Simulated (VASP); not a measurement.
# InSb (P4/mmm) in VASP: a series of runs, part 2 of 3

VASP 6.6.1. The steps go on from the part before.

### 3 Single point, PBEsol (25.85 Å³/atom)

INCAR

```
PREC     = Accurate       # precision mode
ENCUT    = 500            # plane-wave cutoff, eV
EDIFF    = 1E-6           # SCF threshold, eV
ISMEAR   = 0              # smearing method
SIGMA    = 0.15           # smearing width, eV
LREAL    = F              # projectors in reciprocal space
LASPH    = T              # aspherical terms in the spheres
NELM     = 120            # most SCF steps
ALGO     = Normal         # electronic algorithm
ISIF     = 2              # what is computed and relaxed
LWAVE    = F              # write WAVECAR
LCHARG   = F              # write CHGCAR
GGA      = PS             # functional
NBANDS   = 16             # bands
GGA_COMPAT= F
```

KPOINTS

```
regular mesh
0
Gamma
  16 16 8
```

POSCAR

```
InSb
1.0
    3.0438594962      0.0000000000      0.0000000000
    0.0000000000      3.0438594962      0.0000000000
    0.0000000000      0.0000000000      5.5803076143
In Sb
1 1
Direct
    0.0000000000      0.0000000000      0.0000000000
    0.0000000000      0.0000000000      0.5000000000
```

Potentials or basis: VASP PAW PBE potentials, release 64 (In_d, Sb).

Started as:

```sh
$ cat potpaw_PBE.64/In_d/POTCAR potpaw_PBE.64/Sb/POTCAR > POTCAR
$ mpirun -np 1 vasp_std > vasp.out
```

OUTCAR:

```text
PREC = Accurate
   ENCUT = 500
   EDIFF = 1E-6
   ISMEAR = 0
   LREAL = F
   LASPH = T
   NELM = 120
   ISIF = 2
   GGA = PS

 ion  position               nearest neighbor table
   1  0.000  0.000  0.000-   2 2.79   2 2.79
   2  0.000  0.000  0.500-   1 2.79   1 2.79

  LATTYP: Found a simple tetragonal cell.
 ALAT       =     3.0438594962
 C/A-ratio  =     1.8333000000

  Lattice vectors:

 A1 = (   3.0438594962,   0.0000000000,   0.0000000000)
 A2 = (   0.0000000000,   3.0438594962,   0.0000000000)
 A3 = (   0.0000000000,   0.0000000000,   5.5803076143)

Analysis of symmetry for initial positions (statically):
=====================================================================
 Subroutine PRICEL returns:
 Original cell was already a primitive cell.

 Routine SETGRP: Setting up the symmetry group for a
 simple tetragonal supercell.

 Subroutine GETGRP returns: Found 16 space group operations
 (whereof 16 operations were pure point group operations)
 out of a pool of 16 trial point group operations.

The static configuration has the point symmetry D_4h.

[... 160 lines left out ...]

 E-fermi :   8.1045     XC(G=0): -10.3754

 val. band max:        8.0891188805   @ k =   0.5000   0.0625   0.2500
 cond. band min:       8.1137398771   @ k =   0.1875   0.0000   0.2500
 fundamental gap:      0.0246209966
 Fermi energy:         8.1044895067

 k-point     1 :       0.0000    0.0000    0.0000
  band No.  band energies     occupation
      1      -6.9347      2.00000
      2      -6.8912      2.00000
      3      -6.3490      2.00000
      4      -6.3490      2.00000
      5      -6.2080      2.00000
      6      -4.2042      2.00000
[... 433 lines left out ...]
      3      -6.4533      2.00000
      4      -6.3638      2.00000
      5      -6.3539      2.00000
      6      -1.1472      2.00000
[... 8 lines left out ...]
     15      18.7751      0.00000
     16      19.6324      0.00000

 [... further k-points ...]

------------------------ aborting loop because EDIFF is reached ----------------------------------------

  FORCE on cell =-STRESS in cart. coord.  units (eV):
  Direction    XX          YY          ZZ          XY          YZ          ZX
  --------------------------------------------------------------------------------------
  -------------------------------------------------------------------------------------
  Total        0.3522220      0.3522220      5.1703031      0.0000000      0.0000000     -0.0000000
  in kB       10.9148975     10.9148975    160.2209294      0.0000000      0.0000000     -0.0000000
  external PRESSURE =      60.6835748 kB  Pullay stress =       0.0000000 kB

 VOLUME and BASIS-vectors are now :
 -----------------------------------------------------------------------------
  energy-cutoff  :      500.00
  volume of cell :       51.70
      direct lattice vectors                 reciprocal lattice vectors
     3.043859496  0.000000000  0.000000000     0.328530276  0.000000000  0.000000000
     0.000000000  3.043859496  0.000000000     0.000000000  0.328530276  0.000000000
     0.000000000  0.000000000  5.580307614     0.000000000  0.000000000  0.179201591

 POSITION                                       TOTAL-FORCE (eV/Angst)
 -----------------------------------------------------------------------------------
      0.00000      0.00000      0.00000         0.000000      0.000000      0.000000
      0.00000      0.00000      2.79015         0.000000      0.000000      0.000000
 -----------------------------------------------------------------------------------
    total drift:                                0.000000     -0.000000     -0.000000

  FREE ENERGIE OF THE ION-ELECTRON SYSTEM (eV)
  ---------------------------------------------------
  free  energy   TOTEN  =        -7.2421247582 eV

  energy  without entropy=       -7.2304083642  energy(sigma->0) =       -7.23626656
```

It took 2.6 min on 1 thread of Intel Xeon 8259CL, shared host; peak memory 0.31 GiB.

Results:

```
Free energy            : -7.2421 eV
Pressure               : 6.1 GPa
Band gap on the k mesh : zero (bands 9 and 10 overlap by 5.79 eV)
```

Levels at points of the mesh, in eV from the Fermi level:
```csv
k point,band 5,band 6,band 7,band 8,band 9,band 10,band 11,band 12,band 13,band 14
"(0.00, 0.00, 0.00)",-14.31,-12.31,-6.51,-5.37,3.78,3.78,7.47,7.72,8.44,9.31
"(0.50, 0.00, 0.00)",-14.43,-9.49,-5.73,-3.10,-2.86,-1.37,2.86,6.03,10.55,10.77
"(0.50, 0.50, 0.00)",-14.11,-6.53,-3.49,-3.49,-0.94,1.23,1.23,1.34,2.22,5.79
"(0.00, 0.00, 0.50)",-14.31,-12.10,-8.94,0.31,1.09,4.19,4.19,7.56,7.79,7.79
"(0.50, 0.00, 0.50)",-14.43,-9.44,-5.62,-5.19,-2.86,3.13,4.02,6.43,6.70,7.52
"(0.50, 0.50, 0.50)",-14.11,-6.57,-3.03,-3.03,-2.41,-0.11,-0.11,2.64,4.32,6.58
```

Caveat: the cell stands under pressure; the PAW data sets were made with another functional, which shifts forces and pressure a little; spin-orbit coupling is left out, which moves the levels of the heavy elements.

[end of part 2 of 3]
